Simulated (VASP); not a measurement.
Input of a VASP 6.6.1 run:

File POSCAR:

```
PbSe
1.0
    0.0000000000      3.1195892417      3.1195892417
    3.1195892417      0.0000000000      3.1195892417
    3.1195892417      3.1195892417      0.0000000000
Pb Se
1 1
Direct
    0.0000000000      0.0000000000      0.0000000000
    0.5000000000      0.5000000000      0.5000000000
```

INCAR.step1

```
ALGO = Normal
EDIFF = 1E-4
ENCUT = 520
GGA = PE
ISMEAR = 0
LASPH = True
LCHARG = False
LREAL = False
LWAVE = True
NBANDS = 17
NELM = 100
PREC = Accurate
SIGMA = 0.01
```

Contents of INCAR.step2:

```
ALGO = Normal
EDIFF = 1E-7
ENCUT = 520
ISIF = 2
ISMEAR = 0
ISTART = 1
LASPH = True
LCHARG = False
LMIXTAU = True
LREAL = False
LWAVE = False
METAGGA = R2SCAN
NBANDS = 17
NELM = 100
PREC = Accurate
SIGMA = 0.01
```

The input KPOINTS:

```
k-points
0
Gamma
  8 8 8
```

Potentials or basis: VASP PAW PBE potentials, release 64 (Pb_d, Se).

The run is started by

```bash
$ cat potpaw_PBE.64/Pb_d/POTCAR potpaw_PBE.64/Se/POTCAR > POTCAR
$ cp INCAR.step1 INCAR
$ mpirun -np 1 vasp_std > vasp.out
$ cp INCAR.step2 INCAR
$ mpirun -np 1 vasp_std > vasp.out
```

Estimate the pressure.

-1.4 GPa.

Predict the band gap on the k mesh.

0.76 eV.

Caveat: the cell differs from its parent crystal (strain +1.0%); the PAW data sets were made with another functional, which shifts forces and pressure a little; spin-orbit coupling is left out, which moves the levels of the heavy elements. A k mesh can miss the band edges.
